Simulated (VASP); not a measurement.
# ZnRe (Pmma) in VASP: single point with PBE

Aim: the single point of ZnRe with PBE.

Everything below comes from runs of VASP 6.6.1. Logs are shortened: lines on timing, memory, paths and dates and some standing lists are left out, and cuts for length are marked.

## 1. The cell of the first run

Symmetry: Pmma, No. 51, orthorhombic system. The conventional cell has a = 4.486 Å, b = 2.652 Å, c = 4.890 Å, α = 90.00°, β = 90.00°, γ = 90.00°. Within 3.4 Å of Zn (site symmetry mm2) lie 4 Zn at 2.61 to 2.65 Å and 8 Re at 2.77 to 2.83 Å. Within 3.4 Å of Re (site symmetry mm2) lie 4 Re at 2.60 to 2.65 Å and 8 Zn at 2.77 to 2.83 Å.

## 2. Single point, PBE

Contents of INCAR:

```
  ALGO = Fast
  EDIFF = 1E-7
  ENCUT = 520
  GGA = PE
  ISIF = 2
  ISMEAR = 0
  LASPH = True
  LCHARG = True
  LELF = True
  LREAL = False
  LVHAR = True
  LWAVE = False
  NBANDS = 27
  NELM = 100
  PREC = Accurate
  SIGMA = 0.1
```

Contents of KPOINTS:

```
k-points
0
Gamma
  4 6 4
```

Contents of POSCAR:

```
ZnRe
1.0
    4.4861512262      0.0000000000      0.0000000000
    0.0000000000      2.6517965566      0.0000000000
    0.0000000000      0.0000000000      4.8899060920
Zn Re
2 2
Direct
    0.7500000000      0.0000000000      0.6374137349
    0.2500000000      0.0000000000      0.3625862651
    0.7500000000      0.5000000000      0.1345010120
    0.2500000000      0.5000000000      0.8654989880
```

Potentials or basis: VASP PAW PBE potentials, release 64 (Zn, Re).

Launch:

```
> cat potpaw_PBE.64/Zn/POTCAR potpaw_PBE.64/Re/POTCAR > POTCAR
> mpirun -np 1 vasp_std > vasp.out
```

OUTCAR:

```text
EDIFF = 1E-7
   ENCUT = 520
   GGA = PE
   ISIF = 2
   ISMEAR = 0
   LASPH = True
   LREAL = False
   NELM = 100
   PREC = Accurate

 ion  position               nearest neighbor table
   1  0.750  0.000  0.637-   2 2.61   2 2.61   3 2.77   3 2.77   3 2.79   3 2.79   4 2.83   4 2.83
                             4 2.83   4 2.83
   2  0.250  0.000  0.363-   1 2.61   1 2.61   4 2.77   4 2.77   4 2.79   4 2.79   3 2.83   3 2.83
                             3 2.83   3 2.83
   3  0.750  0.500  0.135-   4 2.60   4 2.60   1 2.77   1 2.77   1 2.79   1 2.79   2 2.83   2 2.83
                             2 2.83   2 2.83
   4  0.250  0.500  0.865-   3 2.60   3 2.60   2 2.77   2 2.77   2 2.79   2 2.79   1 2.83   1 2.83
                             1 2.83   1 2.83

  LATTYP: Found a simple orthorhombic cell.
 ALAT       =     2.6517965566
 B/A-ratio  =     1.6917403468
 C/A-ratio  =     1.8439974514

  Lattice vectors:

 A1 = (   0.0000000000,  -2.6517965566,   0.0000000000)
 A2 = (   4.4861512262,   0.0000000000,   0.0000000000)
 A3 = (   0.0000000000,   0.0000000000,   4.8899060920)

Analysis of symmetry for initial positions (statically):
=====================================================================
 Subroutine PRICEL returns:
 Original cell was already a primitive cell.

 Routine SETGRP: Setting up the symmetry group for a
 simple orthorhombic supercell.

 Subroutine GETGRP returns: Found  8 space group operations
 (whereof  4 operations were pure point group operations)
 out of a pool of  8 trial point group operations.

The static configuration has the point symmetry C_2h.
 The point group associated with its full space group is D_2h.

Analysis of symmetry for dynamics (positions and initial velocities):
=====================================================================
 Subroutine PRICEL returns:
 Original cell was already a primitive cell.

 Routine SETGRP: Setting up the symmetry group for a
 simple orthorhombic supercell.

 Subroutine GETGRP returns: Found  8 space group operations
 (whereof  4 operations were pure point group operations)
 out of a pool of  8 trial point group operations.

The dynamic configuration has the point symmetry C_2h.
 The point group associated with its full space group is D_2h.

 Subroutine INISYM returns: Found  8 space group operations
 (whereof  4 operations are pure point group operations),
 and found     1 'primitive' translations

----------------------------------------------------------------------------------------

                                     Primitive cell

  volume of cell :      58.1721

  direct lattice vectors                    reciprocal lattice vectors
     4.486151226  0.000000000  0.000000000     0.222908223  0.000000000  0.000000000
     0.000000000  2.651796557  0.000000000     0.000000000  0.377102835  0.000000000
     0.000000000  0.000000000  4.889906092     0.000000000  0.000000000  0.204502905

  length of vectors
     4.486151226  2.651796557  4.889906092     0.222908223  0.377102835  0.204502905

  position of ions in fractional coordinates (direct lattice)
     0.750000000  0.000000000  0.637413735
     0.250000000  0.000000000  0.362586265
     0.750000000  0.500000000  0.134501012
     0.250000000  0.500000000  0.865498988

  ion indices of the primitive-cell ions
   primitive index   ion index
                 1           1
                 2           2
                 3           3
                 4           4

----------------------------------------------------------------------------------------

 KPOINTS: k-points

Automatic generation of k-mesh.
 Grid dimensions read from file:
 generate k-points for:    4    6    4

 Generating k-lattice:

  Cartesian coordinates                     Fractional coordinates (reciprocal lattice)
     0.055727056  0.000000000  0.000000000     0.250000000  0.000000000  0.000000000
     0.000000000  0.062850473  0.000000000     0.000000000  0.166666667  0.000000000
     0.000000000  0.000000000  0.051125726     0.000000000  0.000000000  0.250000000

  Length of vectors
     0.055727056  0.062850473  0.051125726

  Shift w.r.t. Gamma in fractional coordinates (k-lattice)
     0.000000000  0.000000000  0.000000000

 Subroutine IBZKPT returns following result:
 ===========================================

 Found     36 irreducible k-points:

 Following reciprocal coordinates:
            Coordinates               Weight
  0.000000  0.000000  0.000000      1.000000
  0.250000  0.000000  0.000000      2.000000
  0.500000  0.000000  0.000000      1.000000
  0.000000  0.166667  0.000000      2.000000
  0.250000  0.166667  0.000000      4.000000
  0.500000  0.166667  0.000000      2.000000
[... 16 lines left out ...]
  0.250000  0.500000  0.250000      4.000000
  0.500000  0.500000  0.250000      2.000000
 [... further k-points ...]
   k-points           NKPTS =     36   k-points in BZ     NKDIM =     36   number of bands    NBANDS=     27
   number of dos      NEDOS =    301   number of ions     NIONS =      4
   total plane-waves  NPLWV =  25920
   dimension x,y,z NGX =    36 NGY =   20 NGZ =   36
   dimension x,y,z NGXF=    72 NGYF=   40 NGZF=   72
   ions per type =               2   2
   NGX,Y,Z   is equivalent  to a cutoff of  13.34, 12.54, 12.24 a.u.
   NGXF,Y,Z  is equivalent  to a cutoff of  26.68, 25.08, 24.48 a.u.
 SYSTEM =  unknown system
   PREC   = accura    normal or accurate (medium, high low for compatibility)
   ISTART =      0    job   : 0-new  1-cont  2-samecut
   ICHARG =      2    charge: 1-file 2-atom 10-const
   ISPIN  =      1    spin polarized calculation?
   LNONCOLLINEAR =      F non collinear calculations
   LSORBIT =      F    spin-orbit coupling
   LASPH  =      T    aspherical Exc in radial PAW
   ENCUT  =  520.0 eV  38.22 Ry    6.18 a.u.   8.34  4.93  9.09*2*pi/ulx,y,z
   NELM   =    100;   NELMIN=  2; NELMDL= -5     # of ELM steps
   EDIFF  = 0.1E-06   stopping-criterion for ELM
   LREAL  =      F    real-space projection
   EDIFFG = 0.1E-05   stopping-criterion for IOM
   NSW    =      0    number of steps for IOM
   IBRION =     -1    ionic relax: 0-MD 1-quasi-New 2-CG
   NFREE  =      0    steps in history (QN), initial steepest desc. (CG)
   ISIF   =      2    stress and relaxation
   ISYM   =      2    0-nonsym 1-usesym 2-fastsym
   POTIM  = 0.5000    time-step for ionic-motion
   TEBEG  =    0.0;   TEEND  =   0.0 temperature during run
   PSTRESS=    0.0 pullay stress
   NELECT =      38.0000    total number of electrons
   NUPDOWN=      -1.0000    fix difference up-down
   EMIN   =  10.00;   EMAX   =-10.00  energy-range for DOS
   EFERMI =   0.00;   METHOD = LEGACY
   ISMEAR =     0;   SIGMA  =   0.10  broadening in eV -4-tet -1-fermi 0-gaus
   EFERMI_NEDOS =   21; number of points for ismear=-14 and -15
   IALGO  =     68    algorithm
   IMIX   =      4    mixing-type and parameters
     AMIX     =   0.40;   BMIX     =  1.00
     AMIX_MAG =   1.60;   BMIX_MAG =  1.00
  volume/ion in A,a.u.               =      14.54        98.14
  Fermi-wavevector in a.u.,A,eV,Ry     =   1.420467  2.684293 27.452836  2.017727
  Thomas-Fermi vector in A             =   2.541379
   LORBIT       =      0    0 simple, 1 ext, 2 COOP (PROOUT), +10 PAW based schemes
   GGA     = PE    functional components
   LHFCALC =     F    Hartree Fock is set to
   AEXX    =    0.0000 exact exchange contribution
   IVDW    =     0    specifies the selected vdW correction
   LEPSILON=     F    determine dielectric tensor
   LRPA    =     F    only Hartree local field effects (RPA)
 non-spin polarized calculation
 RMM-DIIS sequential band-by-band and
 Gauss-broadening in eV      SIGMA  =   0.10
  energy-cutoff  :      520.00
  volume of cell :       58.17
 maximum number of plane-waves:      1588
 NGX is ok and might be reduce to    36
   NGX = 17   NGY =  9   NGZ = 19

 number of electron      38.0000032 magnetization

 Free energy of the ion-electron system (eV)
  ---------------------------------------------------
  ext. energy  EPLUGINS =         0.00000000
  ---------------------------------------------------
  free energy    TOTEN  =       -25.99216857 eV

  energy without entropy =      -25.97519637  energy(sigma->0) =      -25.98368247

 E-fermi :   5.9970     XC(G=0): -12.8362

 val. band max:        5.9747052931   @ k =   0.2500   0.0000   0.5000
 cond. band min:       6.0104144027   @ k =   0.2500   0.1667   0.2500
 fundamental gap:      0.0357091096
 Fermi energy:         5.9969538990

 k-point     1 :       0.0000    0.0000    0.0000
  band No.  band energies     occupation
      1      -4.6990      2.00000
      2      -2.3300      2.00000
      3      -2.2703      2.00000
      4      -2.0403      2.00000
      5      -1.8981      2.00000
      6      -1.5467      2.00000
[... 19 lines left out ...]
     26      12.9926      0.00000
     27      14.3811      0.00000

 k-point     2 :       0.2500    0.0000    0.0000
  band No.  band energies     occupation
      1      -4.1283      2.00000
      2      -2.3355      2.00000
      3      -2.2376      2.00000
      4      -2.2201      2.00000
      5      -1.9298      2.00000
      6      -1.8384      2.00000
[... 19 lines left out ...]
     26      12.6542      0.00000
     27      13.9255      0.00000

 k-point     3 :       0.5000    0.0000    0.0000
  band No.  band energies     occupation
      1      -2.8085      2.00000
      2      -2.8085      2.00000
      3      -2.2895      2.00000
      4      -2.2895      2.00000
      5      -1.9792      2.00000
      6      -1.9792      2.00000
[... 19 lines left out ...]
     26      11.5503      0.00000
     27      16.9995      0.00000

 k-point     4 :       0.0000    0.1667    0.0000
  band No.  band energies     occupation
      1      -3.9799      2.00000
      2      -2.0971      2.00000
      3      -2.0461      2.00000
      4      -1.9049      2.00000
      5      -1.8069      2.00000
      6      -1.5919      2.00000
[... 19 lines left out ...]
     26      12.8617      0.00000
     27      14.1264      0.00000

 k-point     5 :       0.2500    0.1667    0.0000
  band No.  band energies     occupation
      1      -3.4395      2.00000
      2      -2.1269      2.00000
      3      -1.9963      2.00000
      4      -1.9692      2.00000
      5      -1.8479      2.00000
      6      -1.7448      2.00000
[... 19 lines left out ...]
     26      12.7786      0.00000
     27      14.1623      0.00000

 k-point     6 :       0.5000    0.1667    0.0000
  band No.  band energies     occupation
      1      -2.2732      2.00000
      2      -2.2732      2.00000
      3      -2.1062      2.00000
      4      -2.1062      2.00000
      5      -1.8471      2.00000
      6      -1.8471      2.00000
[... 444 lines left out ...]
      1      -2.0862      2.00000
      2      -2.0862      2.00000
      3      -1.9490      2.00000
      4      -1.9490      2.00000
      5      -1.6555      2.00000
      6      -1.6555      2.00000
[... 19 lines left out ...]
     26      11.2654      0.00000
     27      14.9138      0.00000

 k-point    22 :       0.0000    0.5000    0.2500
  band No.  band energies     occupation
      1      -2.1783      2.00000
      2      -2.0653      2.00000
      3      -2.0361      2.00000
      4      -1.9556      2.00000
      5      -1.9297      2.00000
      6      -1.8113      2.00000
[... 19 lines left out ...]
     26      11.4837      0.00000
     27      12.9161      0.00000

 k-point    23 :       0.2500    0.5000    0.2500
  band No.  band energies     occupation
      1      -2.2691      2.00000
      2      -2.0726      2.00000
      3      -2.0594      2.00000
      4      -1.9016      2.00000
      5      -1.8466      2.00000
      6      -1.6781      2.00000
[... 19 lines left out ...]
     26      12.6942      0.00000
     27      14.0544      0.00000

 k-point    24 :       0.5000    0.5000    0.2500
  band No.  band energies     occupation
      1      -2.1942      2.00000
      2      -2.1942      2.00000
      3      -1.9202      2.00000
      4      -1.9202      2.00000
      5      -1.7403      2.00000
      6      -1.7403      2.00000
[... 19 lines left out ...]
     26      10.9678      0.00000
     27      13.4061      0.00000

 [... further k-points ...]
[... 5 lines left out ...]
  --------------------------------------------------------------------------------------
  -------------------------------------------------------------------------------------
  Total       -0.2533888     -0.1255868     -0.0278054      0.0000000      0.0000000      0.0000000
  in kB       -6.9788407     -3.4589152     -0.7658158      0.0000000      0.0000000      0.0000000
  external PRESSURE =      -3.7345239 kB  Pullay stress =       0.0000000 kB

 VOLUME and BASIS-vectors are now :
 -----------------------------------------------------------------------------
  energy-cutoff  :      520.00
  volume of cell :       58.17
      direct lattice vectors                 reciprocal lattice vectors
     4.486151226  0.000000000  0.000000000     0.222908223  0.000000000  0.000000000
     0.000000000  2.651796557  0.000000000     0.000000000  0.377102835  0.000000000
     0.000000000  0.000000000  4.889906092     0.000000000  0.000000000  0.204502905

 POSITION                                       TOTAL-FORCE (eV/Angst)
 -----------------------------------------------------------------------------------
      3.36461      0.00000      3.11689         0.000000     -0.000000     -0.007686
      1.12154      0.00000      1.77301        -0.000000     -0.000000      0.007686
      3.36461      1.32590      0.65770         0.000000     -0.000000      0.090073
      1.12154      1.32590      4.23221         0.000000      0.000000     -0.090073
 -----------------------------------------------------------------------------------
    total drift:                                0.000000      0.000000      0.000000

  FREE ENERGIE OF THE ION-ELECTRON SYSTEM (eV)
  ---------------------------------------------------
  free  energy   TOTEN  =       -25.9921685691 eV

  energy  without entropy=      -25.9751963667  energy(sigma->0) =      -25.98368247
```

Wall time 61 s (1 thread of Intel Xeon Platinum 8259CL at 2.50GHz (Skylake/Cascade Lake), shared host); peak memory 0.19 GiB.

Results:

```
Free energy            : -25.9922 eV
Pressure               : -0.4 GPa
Largest force          : 0.090 eV/Å
Band gap on the k mesh : zero (band 19 reaches 7.57 eV, above the bottom of band 20 at 5.20 eV)
```

Forces in eV/Å, atoms in the order of the input:
```
Zn   0.000  0.000 -0.008
Zn   0.000  0.000  0.008
Re   0.000  0.000  0.090
Re   0.000  0.000 -0.090
```

Caveat: the k points lie up to 0.39 Å⁻¹ apart; spin-orbit coupling is left out, which moves the levels of the heavy elements.
